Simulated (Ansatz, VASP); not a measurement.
**One calculation of Ti3Al, two programs**

```xyz
4
Lattice="0.0000 3.1848 3.1848 3.1848 0.0000 3.1848 3.1848 3.1848 0.0000" Properties=species:S:1:pos:R:3 pbc="T T T"
Ti    4.7772    4.7772    4.7772
Ti    1.5924    1.5924    1.5924
Ti    0.0000    0.0000    0.0000
Al    3.1848    3.1848    3.1848
```

Alike in both runs: task single point; functional r2SCAN; k mesh 12 × 12 × 12; occupations gaussian, width 0.1 eV; no spin polarisation.

|  | VASP | Ansatz |
| --- | --- | --- |
| version | VASP 6.6.1 | Ansatz 0.2.0 |
| potentials or method | VASP PAW PBE potentials, release 64 (Ti_sv, Al), cutoff 520 eV | scalar-relativistic, plane waves, PAW |
| valence electrons in the cell | 39 | 39 |

```tsv
	VASP	Ansatz	Ansatz less VASP
gap on the k mesh at the Fermi level (eV)	none	none	-
pressure (GPa)	3.6	3.3	-0.30
```

VASP's potentials were made for PBE, not for r2SCAN. A gap of «none» marks a metal or a gap that the smearing closes.
